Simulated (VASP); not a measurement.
**TiSi16 (a cell with a defect): single point with PBE+D3(BJ)**

System: TiSi16 (a cell with a defect).

```xyz
17
Lattice="0.0000 5.4300 5.4300 5.4300 0.0000 5.4300 5.4300 5.4300 0.0000" Properties=species:S:1:pos:R:3 pbc="T T T"
Si   -0.1444    0.1321   -0.1359
Si    1.2609    1.2093    1.2648
Si    2.7869    2.6360   -0.1107
Si    4.2079    4.1603    1.2673
Si    2.6738   -0.0031    2.6689
Si    3.9520    1.4866    3.9455
Si    5.4410    2.7633    2.6680
Si    6.8287    4.0379    4.0676
Si   -0.1191    2.6358    2.7920
Si    1.2616    4.1621    4.2169
Si    2.7867    5.5368    2.7917
Si    4.1936    6.6547    4.2019
Si    2.6736    2.7626    5.4350
Si    4.0728    4.0390    6.8225
Si    5.5566    5.3118    5.5501
Si    6.8292    6.7937    6.8240
Ti    2.2141    3.2007    2.2248
```

- Program: VASP 6.6.1
- Task: single point
- Functional: PBE
- Dispersion: D3(BJ)
- Potentials or basis: VASP PAW PBE potentials, release 64 (Si, Ti_sv)
- Cutoff: 520 eV
- k mesh: 2 × 2 × 2
- Occupations: gaussian, width 0.05 eV
- Spin: no spin polarisation
- Dipole correction: no
- Further INCAR settings: LREAL = Auto; ALGO = Normal; EDIFF = 1e-06; NBANDS = 52

```
Pressure                   : 2.6 GPa
Largest force              : 1.583 eV/Å
Band gap on the k mesh     : zero (bands 38 and 39 overlap by 0.47 eV)
Dispersion energy per atom : -0.343 eV
```

Forces in eV/Å, atoms in the order of the input:
```
Si  -0.118  0.129 -0.126
Si  -0.156 -0.006 -0.147
Si  -0.043  0.041  0.061
Si   0.006  0.135 -0.139
Si  -0.098  0.041 -0.097
Si  -0.107  0.102 -0.103
Si  -0.040  0.091 -0.091
Si  -0.043  0.041 -0.032
Si   0.053  0.027 -0.030
Si  -0.154  0.143  0.007
Si  -0.045 -0.061 -0.045
Si   0.001  0.030 -0.024
Si  -0.096  0.094 -0.042
Si  -0.033  0.041 -0.042
Si  -0.028  0.012 -0.016
Si  -0.042  0.030 -0.041
Ti   0.943 -0.892  0.905
```

Stress tensor (GPa, compression positive):
```
 2.59  0.83 -0.82
 0.83  2.53  0.84
-0.82  0.84  2.55
```

Levels at points of the mesh, in eV from the Fermi level:
| k point | band 34 | band 35 | band 36 | band 37 | band 38 | band 39 | band 40 | band 41 | band 42 | band 43 |
| --- | --- | --- | --- | --- | --- | --- | --- | --- | --- | --- |
| (0.00, 0.00, 0.00) | -1.27 | -1.27 | -0.83 | -0.35 | -0.29 | -0.29 | -0.22 | -0.20 | 0.02 | 0.19 |
| (0.50, 0.00, 0.00) | -1.60 | -1.51 | -1.26 | -0.65 | -0.04 | 0.30 | 0.41 | 0.70 | 0.73 | 0.79 |
| (0.00, 0.50, 0.00) | -2.34 | -1.42 | -1.42 | -0.23 | -0.23 | 0.04 | 0.65 | 0.68 | 0.69 | 1.10 |
| (0.00, 0.00, 0.50) | -1.59 | -1.51 | -1.26 | -0.66 | -0.04 | 0.30 | 0.42 | 0.69 | 0.73 | 0.80 |
| (0.50, 0.50, 0.50) | -1.60 | -1.51 | -1.26 | -0.65 | -0.04 | 0.30 | 0.41 | 0.71 | 0.73 | 0.78 |
| (0.50, 0.50, 0.00) | -2.17 | -1.88 | -1.82 | -0.27 | 0.17 | 0.21 | 0.23 | 0.88 | 0.94 | 1.42 |
| (0.00, 0.50, 0.50) | -2.17 | -1.88 | -1.81 | -0.28 | 0.18 | 0.20 | 0.22 | 0.88 | 0.94 | 1.42 |
| (0.50, 0.00, 0.50) | -2.17 | -1.88 | -1.82 | -0.27 | 0.17 | 0.21 | 0.23 | 0.88 | 0.94 | 1.42 |

Run time: 3.9 min on 1 thread of Intel(R) Xeon(R) Platinum 8488C (Sapphire Rapids) (shared host), peak memory 0.48 GiB.

Caveat: the k points lie up to 0.50 Å⁻¹ apart.
